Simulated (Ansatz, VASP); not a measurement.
# Sb: VASP beside Ansatz

INCAR

```
PREC = Accurate
ENCUT = 600
EDIFF = 1E-6
ISMEAR = -1
SIGMA = 0.05
LREAL = False
LASPH = True
NELM = 80
ALGO = Normal
ISIF = 3
LWAVE = False
LCHARG = False
GGA = PE
IVDW = 12
IBRION = 2
NSW = 60
EDIFFG = -0.01
```

Contents of KPOINTS:

```
regular mesh
0
Gamma
  12 12 12
```

POSCAR

```
Sb
1.0
   -1.5765401831      1.5765401831      2.7119384313
    1.5765401831     -1.5765401831      2.7119384313
    1.5765401831      1.5765401831     -2.7119384313
Sb
1
Direct
    0.0000000000      0.0000000000      0.0000000000
```

File input.yaml:

```yaml
crystal:
  lattice:
    - [-1.5765401831, 1.5765401831, 2.7119384313]
    - [1.5765401831, -1.5765401831, 2.7119384313]
    - [1.5765401831, 1.5765401831, -2.7119384313]
  atoms:
    - { symbol: Sb, position: [0.0, 0.0, 0.0] }
hamiltonian:
  xc: pbe
  pseudopotentials: { kind: paw }
  dispersion: d3bj
kpoints:
  mp_grid: { grid: [12, 12, 12] }
scf:
  occupations: { method: fermi_dirac, width: 0.05 }
output:
  forces: true
  stress: true
  eigenvalues: true
relax:
  f_tol: 0.01
  max_steps: 40
  cell: { stress_tol: 0.05 }
```

Alike in both runs: task relaxation of cell and atoms; functional PBE; dispersion D3(BJ); k mesh 12 × 12 × 12; occupations fermi-dirac, width 0.05 eV; no spin polarisation.

|  | VASP | Ansatz |
| --- | --- | --- |
| version | VASP 6.6.1 | Ansatz 0.2.0 |
| potentials or method | VASP PAW PBE potentials, release 64 (Sb) | Ansatz PAW |
| plane-wave cutoff (eV) | 600 | 420 |
| valence electrons in the cell | 5 | 15 |

Ansatz gave:

* gap on the k mesh at the Fermi level, each at its own relaxed structure (eV): none
* relaxed volume (Å³/atom): 26.29
* relaxed cell length with the largest relative difference (Å): 3.438

Task: Estimate VASP's values.

Result: gap on the k mesh at the Fermi level, each at its own relaxed structure (eV): none; relaxed volume (Å³/atom): 26.24; relaxed cell length with the largest relative difference (Å): 3.436.

A gap of «none» marks a metal or a gap that the smearing closes. VASP's potentials hold 5 valence electrons a cell and Ansatz's 15, so a difference there can come from the potentials and not from the codes.

Spin-orbit coupling is off throughout. Noted on Ansatz's run: the plane-wave basis is chosen anew once the cell has moved, so the energies of steps on either side of that aren't comparable.
